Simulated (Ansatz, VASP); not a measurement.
## Two plane-wave programs on MoH3

```
H Mo
1.0
     4.58967    0.00000    0.00000
    -2.29483    3.97477    0.00000
     0.00000    0.00000    2.95580
H Mo
6 2
Direct
  0.90945 0.63668 0.75000
  0.72724 0.09055 0.75000
  0.36332 0.27276 0.75000
  0.09055 0.36332 0.25000
  0.27276 0.90945 0.25000
  0.63668 0.72724 0.25000
  0.33333 0.66667 0.75000
  0.66667 0.33333 0.25000
```

Change from the starting cell: the structure that the rattled cell fell into.

Alike in both runs: functional PBE; k mesh 12 × 12 × 10; occupations gaussian, width 0.1 eV; no spin polarisation.

Ansatz relaxed the structure, and its values are those at the end. VASP's run is a single point on that final structure, the one shown.

|  | VASP | Ansatz |
| --- | --- | --- |
| version | VASP 6.6.1 | Ansatz 0.2.0 |
| potentials or method | VASP PAW PBE potentials, release 64 (H, Mo_sv), cutoff 520 eV | scalar-relativistic, plane waves, PAW |
| valence electrons in the cell | 34 | 34 |

|  | VASP | Ansatz | Ansatz less VASP |
| --- | --- | --- | --- |
| gap on the k mesh at the Fermi level (eV) | none | none | - |
| pressure (GPa) | 0.0 | 0.0 | -0.04 |

A gap of «none» marks a metal or a gap that the smearing closes.
